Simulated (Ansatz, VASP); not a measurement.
# Pd: VASP beside Ansatz

```xyz
1
Lattice="-1.5982 1.5982 1.5982 1.5982 -1.5982 1.5982 1.5982 1.5982 -1.5982" Properties=species:S:1:pos:R:3 pbc="T T T"
Pd    0.0000    0.0000    0.0000
```

Alike in both runs: functional PBE; k mesh 18 × 18 × 18; occupations fermi-dirac, width 0.05 eV; no spin polarisation.

Ansatz relaxed the structure, and its values are those at the end. VASP's run is a single point on that final structure, the one shown.

|  | VASP | Ansatz |
| --- | --- | --- |
| version | VASP 6.6.1 | Ansatz 0.2.0 |
| potentials or method | VASP PAW PBE potentials, release 64 (Pd), cutoff 520 eV | all-electron LAPW, non-relativistic |

```tsv
	VASP	Ansatz	Ansatz less VASP
pressure (GPa)	-8.1	0.0	+8.06
```

One of these differences is far larger than is usual between the two programs; its cause wasn't traced. Ansatz ran all-electron here, and VASP with PAW potentials.
